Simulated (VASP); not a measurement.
# Be (I4/mmm) in VASP: further runs

Runs on Be. Level: PBEsol. Tasks: single point.

All numbers are computed with VASP 6.6.1; they aren't measurements. Logs are shortened: lines on timing, memory, paths and dates and some standing lists are left out, and cuts for length are marked.

### 1 The cell of the first run

It takes space group I4/mmm (No. 139, tetragonal). The conventional cell has a = 2.506 Å, b = 2.506 Å, c = 2.556 Å, α = 90.00°, β = 90.00°, γ = 90.00°. Be (site symmetry 4/mmm) has 14 Be at 2.19 to 2.56 Å within 2.9 Å.

### 2 Single point, PBEsol (zz strain of +2 %)

INCAR

```
PREC = Accurate
ENCUT = 520
EDIFF = 1E-6
ISMEAR = -1
SIGMA = 0.03
LREAL = False
LASPH = True
NELM = 100
ALGO = Normal
ISIF = 2
LWAVE = False
LCHARG = False
GGA = PS
NBANDS = 7
```

KPOINTS

```
Automatic mesh
0
Gamma
  23 23 23
```

POSCAR

```
Be
1.0
   -1.2531209513      1.2531209513      1.2781833703
    1.2531209513     -1.2531209513      1.2781833703
    1.2531209513      1.2531209513     -1.2781833703
Be
1
Direct
    0.0000000000      0.0000000000      0.0000000000
```

Potentials or basis: VASP PAW PBE potentials, release 64 (Be).

The run is started by

```sh
> cat potpaw_PBE.64/Be/POTCAR > POTCAR
> mpirun -np 1 vasp_std > vasp.out
```

OUTCAR:

```text
PREC = Accurate
   ENCUT = 520
   EDIFF = 1E-6
   ISMEAR = -1
   LREAL = False
   LASPH = True
   NELM = 100
   ISIF = 2
   GGA = PS

 ion  position               nearest neighbor table
   1  0.000  0.000  0.000-

  LATTYP: Found a body centered tetragonal cell.
 ALAT       =     2.5062419026
 C/A-ratio  =     1.0200000000

  Lattice vectors:

 A1 = (  -1.2531209513,   1.2531209513,   1.2781833703)
 A2 = (   1.2531209513,  -1.2531209513,   1.2781833703)
 A3 = (   1.2531209513,   1.2531209513,  -1.2781833703)

Analysis of symmetry for initial positions (statically):
=====================================================================
 Subroutine PRICEL returns:
 Original cell was already a primitive cell.

 Routine SETGRP: Setting up the symmetry group for a
 body centered tetragonal supercell.

 Subroutine GETGRP returns: Found 16 space group operations
 (whereof 16 operations were pure point group operations)
 out of a pool of 16 trial point group operations.

The static configuration has the point symmetry D_4h.

Analysis of symmetry for dynamics (positions and initial velocities):
=====================================================================
 Subroutine PRICEL returns:
 Original cell was already a primitive cell.

 Routine SETGRP: Setting up the symmetry group for a
 body centered tetragonal supercell.

 Subroutine GETGRP returns: Found 16 space group operations
 (whereof 16 operations were pure point group operations)
 out of a pool of 16 trial point group operations.

The dynamic configuration has the point symmetry D_4h.

 Subroutine INISYM returns: Found 16 space group operations
 (whereof 16 operations are pure point group operations),
 and found     1 'primitive' translations

----------------------------------------------------------------------------------------

                                     Primitive cell

  volume of cell :       8.0286

  direct lattice vectors                    reciprocal lattice vectors
    -1.253120951  1.253120951  1.278183370     0.000000000  0.399003783  0.391180179
     1.253120951 -1.253120951  1.278183370     0.399003783  0.000000000  0.391180179
     1.253120951  1.253120951 -1.278183370     0.399003783  0.399003783  0.000000000

  length of vectors
     2.185034774  2.185034774  2.185034774     0.558771824  0.558771824  0.564276561

  position of ions in fractional coordinates (direct lattice)
     0.000000000  0.000000000  0.000000000

  ion indices of the primitive-cell ions
   primitive index   ion index
                 1           1

----------------------------------------------------------------------------------------

 KPOINTS: Automatic mesh

Automatic generation of k-mesh.
 Grid dimensions read from file:
 generate k-points for:   23   23   23

 Generating k-lattice:

  Cartesian coordinates                     Fractional coordinates (reciprocal lattice)
     0.000000000  0.017347991  0.017007834     0.043478261  0.000000000 -0.000000000
     0.017347991  0.000000000  0.017007834     0.000000000  0.043478261 -0.000000000
     0.017347991  0.017347991  0.000000000     0.000000000  0.000000000  0.043478261

  Length of vectors
     0.024294427  0.024294427  0.024533764

  Shift w.r.t. Gamma in fractional coordinates (k-lattice)
     0.000000000  0.000000000  0.000000000

 Subroutine IBZKPT returns following result:
 ===========================================

 Found    936 irreducible k-points:

 Following reciprocal coordinates:
            Coordinates               Weight
  0.000000  0.000000  0.000000      1.000000
  0.043478 -0.000000  0.000000      8.000000
  0.086957  0.000000  0.000000      8.000000
  0.130435 -0.000000  0.000000      8.000000
  0.173913 -0.000000  0.000000      8.000000
  0.217391 -0.000000  0.000000      8.000000
[... 16 lines left out ...]
  0.478261  0.043478  0.000000     16.000000
 -0.478261  0.043478 -0.000000     16.000000
 [... further k-points ...]
   k-points           NKPTS =    936   k-points in BZ     NKDIM =    936   number of bands    NBANDS=      7
   number of dos      NEDOS =    301   number of ions     NIONS =      1
   total plane-waves  NPLWV =   4096
   dimension x,y,z NGX =    16 NGY =   16 NGZ =   16
   dimension x,y,z NGXF=    32 NGYF=   32 NGZF=   32
   ions per type =               1
   NGX,Y,Z   is equivalent  to a cutoff of  12.17, 12.17, 12.17 a.u.
   NGXF,Y,Z  is equivalent  to a cutoff of  24.35, 24.35, 24.35 a.u.
 SYSTEM =  unknown system
   PREC   = accura    normal or accurate (medium, high low for compatibility)
   ISTART =      0    job   : 0-new  1-cont  2-samecut
   ICHARG =      2    charge: 1-file 2-atom 10-const
   ISPIN  =      1    spin polarized calculation?
   LNONCOLLINEAR =      F non collinear calculations
   LSORBIT =      F    spin-orbit coupling
   LASPH  =      T    aspherical Exc in radial PAW
   ENCUT  =  520.0 eV  38.22 Ry    6.18 a.u.   4.06  4.06  4.06*2*pi/ulx,y,z
   NELM   =    100;   NELMIN=  2; NELMDL= -5     # of ELM steps
   EDIFF  = 0.1E-05   stopping-criterion for ELM
   LREAL  =      F    real-space projection
   EDIFFG = 0.1E-04   stopping-criterion for IOM
   NSW    =      0    number of steps for IOM
   IBRION =     -1    ionic relax: 0-MD 1-quasi-New 2-CG
   NFREE  =      0    steps in history (QN), initial steepest desc. (CG)
   ISIF   =      2    stress and relaxation
   ISYM   =      2    0-nonsym 1-usesym 2-fastsym
   POTIM  = 0.5000    time-step for ionic-motion
   TEBEG  =    0.0;   TEEND  =   0.0 temperature during run
   PSTRESS=    0.0 pullay stress
   NELECT =       2.0000    total number of electrons
   NUPDOWN=      -1.0000    fix difference up-down
   EMIN   =  10.00;   EMAX   =-10.00  energy-range for DOS
   EFERMI =   0.00;   METHOD = LEGACY
   ISMEAR =    -1;   SIGMA  =   0.03  broadening in eV -4-tet -1-fermi 0-gaus
   EFERMI_NEDOS =   21; number of points for ismear=-14 and -15
   IALGO  =     38    algorithm
   IMIX   =      4    mixing-type and parameters
     AMIX     =   0.40;   BMIX     =  1.00
     AMIX_MAG =   1.60;   BMIX_MAG =  1.00
  volume/ion in A,a.u.               =       8.03        54.18
  Fermi-wavevector in a.u.,A,eV,Ry     =   1.030082  1.946573 14.436718  1.061069
  Thomas-Fermi vector in A             =   2.164162
   LORBIT       =      0    0 simple, 1 ext, 2 COOP (PROOUT), +10 PAW based schemes
   GGA     = PS    functional components
   LHFCALC =     F    Hartree Fock is set to
   AEXX    =    0.0000 exact exchange contribution
   IVDW    =     0    specifies the selected vdW correction
   LEPSILON=     F    determine dielectric tensor
   LRPA    =     F    only Hartree local field effects (RPA)
 non-spin polarized calculation
  energy-cutoff  :      520.00
  volume of cell :        8.03
 maximum number of plane-waves:       236
   NGX =  9   NGY =  9   NGZ =  9

 number of electron       2.0000000 magnetization

 Free energy of the ion-electron system (eV)
  ---------------------------------------------------
  ext. energy  EPLUGINS =         0.00000000
  ---------------------------------------------------
  free energy    TOTEN  =        -3.89675024 eV

  energy without entropy =       -3.89641432  energy(sigma->0) =       -3.89658228

 E-fermi :   7.7569     XC(G=0): -10.5633

 val. band max:        7.7406134046   @ k =  -0.3478   0.4783   0.3478
 cond. band min:       7.7619083940   @ k =   0.3478   0.3043   0.0870
 fundamental gap:      0.0212949894
 Fermi energy:         7.7569212497

 k-point     1 :       0.0000    0.0000    0.0000
  band No.  band energies     occupation
      1      -4.3688      2.00000
      2      26.6768      0.00000
      3      26.8222      0.00000
      4      26.8222      0.00000
      5      37.7799      0.00000
      6      37.7799      0.00000
      7      38.6432      0.00000

 k-point     2 :       0.0435   -0.0000    0.0000
  band No.  band energies     occupation
      1      -4.3036      2.00000
      2      26.3946      0.00000
      3      26.5597      0.00000
      4      26.6958      0.00000
      5      36.9862      0.00000
      6      37.2767      0.00000
      7      38.7109      0.00000

 k-point     3 :       0.0870    0.0000    0.0000
  band No.  band energies     occupation
      1      -4.1077      2.00000
      2      25.3758      0.00000
      3      25.8760      0.00000
      4      26.4794      0.00000
      5      35.2956      0.00000
      6      35.8616      0.00000
      7      38.8929      0.00000

 k-point     4 :       0.1304   -0.0000    0.0000
  band No.  band energies     occupation
      1      -3.7811      2.00000
      2      23.7097      0.00000
      3      24.9708      0.00000
      4      26.1509      0.00000
      5      34.0309      0.00000
      6      34.3869      0.00000
      7      38.3402      0.00000

 k-point     5 :       0.1739   -0.0000    0.0000
  band No.  band energies     occupation
      1      -3.3240      2.00000
      2      21.6087      0.00000
      3      24.0023      0.00000
      4      25.7254      0.00000
      5      33.0262      0.00000
      6      33.3025      0.00000
      7      38.1449      0.00000

 k-point     6 :       0.2174   -0.0000    0.0000
  band No.  band energies     occupation
      1      -2.7374      2.00000
      2      19.3118      0.00000
      3      23.0658      0.00000
      4      25.2401      0.00000
      5      31.8174      0.00000
      6      32.9608      0.00000
      7      38.2898      0.00000

 k-point     7 :       0.2609   -0.0000    0.0000
  band No.  band energies     occupation
      1      -2.0240      2.00000
      2      16.9872      0.00000
      3      22.2146      0.00000
      4      24.7392      0.00000
      5      30.7732      0.00000
      6      32.8746      0.00000
      7      38.7343      0.00000

 k-point     8 :       0.3043   -0.0000    0.0000
  band No.  band energies     occupation
      1      -1.1902      2.00000
      2      14.7362      0.00000
      3      21.4788      0.00000
      4      24.2643      0.00000
      5      29.8992      0.00000
      6      32.9565      0.00000
      7      39.4299      0.00000

 k-point     9 :       0.3478   -0.0000    0.0000
  band No.  band energies     occupation
      1      -0.2516      2.00000
      2      12.6260      0.00000
      3      20.8762      0.00000
      4      23.8492      0.00000
      5      29.1982      0.00000
      6      33.1403      0.00000
      7      40.3201      0.00000

 k-point    10 :       0.3913   -0.0000    0.0000
  band No.  band energies     occupation
      1       0.7550      2.00000
      2      10.7227      0.00000
      3      20.4173      0.00000
      4      23.5188      0.00000
      5      28.6715      0.00000
      6      33.3641      0.00000
      7      41.3261      0.00000

 k-point    11 :       0.4348   -0.0000    0.0000
  band No.  band energies     occupation
      1       1.7337      2.00000
      2       9.1388      0.00000
      3      20.1085      0.00000
      4      23.2900      0.00000
      5      28.3200      0.00000
      6      33.5649      0.00000
      7      42.3048      0.00000
[... 51 lines left out ...]
 k-point    17 :       0.2174    0.0435    0.0000
  band No.  band energies     occupation
      1      -2.3530      2.00000
      2      18.1899      0.00000
      3      22.3265      0.00000
      4      24.6254      0.00000
      5      31.7765      0.00000
      6      32.8935      0.00000
      7      38.6842      0.00000

 k-point    18 :       0.2609    0.0435    0.0000
  band No.  band energies     occupation
      1      -1.5787      2.00000
      2      15.8925      0.00000
      3      21.5499      0.00000
      4      24.0751      0.00000
      5      30.9244      0.00000
      6      32.9400      0.00000
      7      39.2464      0.00000

 k-point    19 :       0.3043    0.0435    0.0000
  band No.  band energies     occupation
      1      -0.6897      2.00000
      2      13.7029      0.00000
      3      20.8982      0.00000
      4      23.5778      0.00000
      5      30.2115      0.00000
      6      33.1124      0.00000
      7      40.0322      0.00000

 k-point    20 :       0.3478    0.0435    0.0000
  band No.  band energies     occupation
      1       0.2910      2.00000
      2      11.6834      0.00000
      3      20.3838      0.00000
      4      23.1640      0.00000
      5      29.6471      0.00000
      6      33.3476      0.00000
      7      40.9861      0.00000

 k-point    21 :       0.3913    0.0435    0.0000
  band No.  band energies     occupation
      1       1.3057      2.00000
      2       9.9141      0.00000
      3      20.0146      0.00000
      4      22.8545      0.00000
      5      29.2379      0.00000
      6      33.5810      0.00000
      7      42.0092      0.00000

 k-point    22 :       0.4348    0.0435    0.0000
  band No.  band energies     occupation
      1       2.1985      2.00000
      2       8.5631      0.00000
      3      19.7951      0.00000
      4      22.6622      0.00000
      5      28.9877      0.00000
      6      33.7476      0.00000
      7      42.8706      0.00000

 k-point    23 :       0.4783    0.0435    0.0000
  band No.  band energies     occupation
      1       2.6035      2.00000
      2       8.0028      0.00055
      3      19.7278      0.00000
      4      22.5942      0.00000
      5      28.8987      0.00000
      6      33.7958      0.00000
      7      43.1096      0.00000

 k-point    24 :      -0.4783    0.0435   -0.0000
  band No.  band energies     occupation
      1       2.2125      2.00000
      2       8.5435      0.00000
      3      19.8136      0.00000
      4      22.6530      0.00000
      5      28.9718      0.00000
      6      33.7082      0.00000
      7      42.5864      0.00000

 [... further k-points ...]

------------------------ aborting loop because EDIFF is reached ----------------------------------------

  FORCE on cell =-STRESS in cart. coord.  units (eV):
  Direction    XX          YY          ZZ          XY          YZ          ZX
  --------------------------------------------------------------------------------------
  -------------------------------------------------------------------------------------
  Total       -0.2100982     -0.2100982     -0.1640198      0.0000000      0.0000000      0.0000000
  in kB      -41.9270035    -41.9270035    -32.7316457      0.0000000      0.0000000      0.0000000
  external PRESSURE =     -38.8618842 kB  Pullay stress =       0.0000000 kB

 VOLUME and BASIS-vectors are now :
 -----------------------------------------------------------------------------
  energy-cutoff  :      520.00
  volume of cell :        8.03
      direct lattice vectors                 reciprocal lattice vectors
    -1.253120951  1.253120951  1.278183370     0.000000000  0.399003783  0.391180179
     1.253120951 -1.253120951  1.278183370     0.399003783  0.000000000  0.391180179
     1.253120951  1.253120951 -1.278183370     0.399003783  0.399003783  0.000000000

 POSITION                                       TOTAL-FORCE (eV/Angst)
 -----------------------------------------------------------------------------------
      0.00000      0.00000      0.00000         0.000000     -0.000000     -0.000000
 -----------------------------------------------------------------------------------
    total drift:                                0.000000     -0.000000      0.000000

  FREE ENERGIE OF THE ION-ELECTRON SYSTEM (eV)
  ---------------------------------------------------
  free  energy   TOTEN  =        -3.8967502402 eV

  energy  without entropy=       -3.8964143181  energy(sigma->0) =       -3.89658228
```

Wall time 20 s (1 thread of Intel Xeon Platinum 8488C (Sapphire Rapids), shared host); peak memory 0.15 GiB.

What came out:

```yaml
Free_energy: -3.8968 eV
Pressure: -3.9 GPa
Band_gap_on_the_k_mesh: zero (band 1 reaches 11.17 eV, above the bottom of band 2 at 6.51 eV)
```

Caveat: the cell differs from its parent crystal (zz strain of +2 %); the PAW data sets were made with another functional, which shifts forces and pressure a little.

### 3 Single point, PBEsol (zz strain of +3 %)

INCAR

```
SYSTEM = Be
ALGO = Normal
EDIFF = 1E-6
ENCUT = 520
GGA = PS
ISIF = 2
ISMEAR = -1
LASPH = .TRUE.
LCHARG = .TRUE.
LELF = .TRUE.
LREAL = .FALSE.
LVHAR = .TRUE.
LWAVE = .FALSE.
NBANDS = 7
NELM = 60
PREC = Accurate
SIGMA = 0.03
```

KPOINTS

```
k-points
0
G
  23 23 23
  0 0 0
```

POSCAR

```
Be
1.0
   -1.2531209513      1.2531209513      1.2907145798
    1.2531209513     -1.2531209513      1.2907145798
    1.2531209513      1.2531209513     -1.2907145798
Be
1
Direct
    0.0000000000      0.0000000000      0.0000000000
```

Potentials or basis: VASP PAW PBE potentials, release 64 (Be).

The run is started by

```sh
> cat potpaw_PBE.64/Be/POTCAR > POTCAR
> mpirun -np 1 vasp_std > vasp.out
```

It took 18 s on 1 thread of Intel Xeon Platinum 8488C (Sapphire Rapids), shared host; peak memory 0.15 GiB.

The run converged. Its results:

```yaml
Free_energy: -3.8947 eV
Pressure: -4.9 GPa
Band_gap_on_the_k_mesh: zero (band 1 reaches 10.82 eV, above the bottom of band 2 at 6.48 eV)
```

Stress tensor (GPa, compression positive):
```
-4.87  0.00  0.00
 0.00 -4.87  0.00
 0.00  0.00 -5.09
```

Levels at points of the mesh, in eV from the Fermi level:
```csv
k point,band 1,band 2,band 3,band 4
"(0.00, 0.00, 0.00)",-12.07,18.73,18.93,18.93
```

Caveat: the cell differs from its parent crystal (zz strain of +3 %); the PAW data sets were made with another functional, which shifts forces and pressure a little.
